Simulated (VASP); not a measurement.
A run of VASP 6.6.1:

File POSCAR:

```
SiO2
1.0
   -2.3740500000      2.3740500000      3.7440000000
    2.3740500000     -2.3740500000      3.7440000000
    2.3740500000      2.3740500000     -3.7440000000
Si O
2 4
Direct
    0.0000000000      0.0000000000      0.0000000000
    0.7500000000      0.2500000000      0.5000000000
    0.9983800000      0.6250000000      0.8733800000
    0.3750000000      0.2483800000      0.3733800000
    0.7516200000      0.1250000000      0.1266200000
    0.8750000000      0.0016200000      0.6266200000
```

The input INCAR.step1:

```
SYSTEM = SiO2
PREC = Accurate
ENCUT = 520
ISMEAR = 0
SIGMA = 0.01
LREAL = .False.
LASPH = .True.
NELM = 80
NBANDS = 25
GGA = PE
ALGO = Normal
EDIFF = 1E-4
LWAVE = .True.
LCHARG = .False.
```

Contents of INCAR.step2:

```
SYSTEM = SiO2
PREC = Accurate
ENCUT = 520
EDIFF = 1E-7
ISMEAR = 0
SIGMA = 0.01
LREAL = .False.
LASPH = .True.
NELM = 80
ALGO = Normal
ISIF = 2
LWAVE = .False.
LCHARG = .False.
METAGGA = R2SCAN
LMIXTAU = .True.
NBANDS = 25
ISTART = 1
```

The input KPOINTS:

```
regular mesh
0
Gamma
  6 6 6
  0 0 0
```

Potentials or basis: VASP PAW PBE potentials, release 64 (Si, O).

The run is started by

```sh
$ cat potpaw_PBE.64/Si/POTCAR potpaw_PBE.64/O/POTCAR > POTCAR
$ cp INCAR.step1 INCAR
$ mpirun -np 1 vasp_std > vasp.out
$ cp INCAR.step2 INCAR
$ mpirun -np 1 vasp_std > vasp.out
```

Hardware: 1 thread of AMD EPYC 7R13, on a shared host.

Q: Estimate the wall time of this run.

A: Wall time 10 min on 1 thread of AMD EPYC 7R13 (shared host), peak memory 0.24 GiB. Counts: k points 30.
